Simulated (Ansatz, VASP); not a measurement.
**One calculation of ScAl2, two programs**

```xyz
6
Lattice="0.0000 3.7777 3.7777 3.7777 0.0000 3.7777 3.7777 3.7777 0.0000" Properties=species:S:1:pos:R:3 pbc="T T T"
Sc    3.7777    3.7777    3.7777
Sc    5.6665    5.6665    5.6665
Al    0.9444    0.9444    0.9444
Al    0.9444    2.8332    2.8332
Al    2.8332    0.9444    2.8332
Al    2.8332    2.8332    0.9444
```

Alike in both runs: task single point; functional PBEsol; k mesh 4 × 4 × 4; occupations gaussian, width 0.1 eV; no spin polarisation.

|  | VASP | Ansatz |
| --- | --- | --- |
| version | VASP 6.6.1 | Ansatz 0.2.0 |
| potentials or method | VASP PAW PBE potentials, release 64 (Sc_sv, Al), cutoff 520 eV | scalar-relativistic, plane waves, PAW |
| valence electrons in the cell | 34 | 34 |

```tsv
	VASP	Ansatz	Ansatz less VASP
gap on the k mesh at the Fermi level (eV)	none	none	-
pressure (GPa)	-0.8	-0.9	-0.11
```

VASP's potentials were made for PBE, not for PBEsol. A gap of «none» marks a metal or a gap that the smearing closes.

The k mesh is coarse, so the values compare programs but aren't converged.
